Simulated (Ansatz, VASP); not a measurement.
**Hf: VASP beside Ansatz**

Contents of INCAR:

```
SYSTEM = Hf
ALGO     = Fast           ! electronic algorithm
EDIFF    = 1E-6           ! SCF threshold, eV
ENCUT    = 520            ! plane-wave cutoff, eV
GGA      = CA             ! functional
ISIF     = 2              ! what is computed and relaxed
ISMEAR   = -1             ! smearing method
LASPH    = .TRUE.         ! aspherical terms in the spheres
LCHARG   = .TRUE.         ! write CHGCAR
LELF     = .TRUE.         ! ELF
LREAL    = .FALSE.        ! projectors in reciprocal space
LVHAR    = .TRUE.       
LWAVE    = .FALSE.        ! write WAVECAR
NBANDS   = 11             ! bands
NELM     = 60             ! most SCF steps
PREC     = Accurate       ! precision mode
SIGMA    = 0.05           ! smearing width, eV
```

Contents of KPOINTS:

```
k-points
0
G
  10 10 10
  0 0 0
```

Contents of POSCAR:

```
Hf
1.0
   -1.8050000000      1.8050000000      1.8050000000
    1.8050000000     -1.8050000000      1.8050000000
    1.8050000000      1.8050000000     -1.8050000000
Hf
1
Direct
    0.0000000000      0.0000000000      0.0000000000
```

The input input.yaml:

```yaml
crystal:
  lattice:
    - [-1.805, 1.805, 1.805]
    - [1.805, -1.805, 1.805]
    - [1.805, 1.805, -1.805]
  atoms:
    - { symbol: Hf, position: [0.0, 0.0, 0.0] }
hamiltonian:
  xc: lda
  pseudopotentials: { kind: paw }
kpoints:
  mp_grid: { grid: [10, 10, 10] }
scf:
  occupations: { method: fermi_dirac, width: 0.05 }
output:
  forces: true
  stress: true
  eigenvalues: true
```

Alike in both runs: task single point; functional LDA; k mesh 10 × 10 × 10; occupations fermi-dirac, width 0.05 eV; no spin polarisation.

|  | VASP | Ansatz |
| --- | --- | --- |
| version | VASP 6.6.1 | Ansatz 0.2.0 |
| potentials or method | VASP PAW LDA potentials, release 64 (Hf_pv) | Ansatz PAW |
| plane-wave cutoff (eV) | 520 | 420 |
| valence electrons in the cell | 10 | 26 |

|  | VASP | Ansatz | Ansatz less VASP |
| --- | --- | --- | --- |
| gap on the k mesh at the Fermi level (eV) | none | none | - |
| pressure (GPa) | -12.6 | -12.6 | -0.03 |

LDA's correlation is that of Perdew and Zunger in VASP and of Perdew and Wang (1992) in Ansatz. A gap of «none» marks a metal or a gap that the smearing closes. VASP's potentials hold 10 valence electrons a cell and Ansatz's 26, so a difference there can come from the potentials and not from the codes.

Spin-orbit coupling is off throughout.
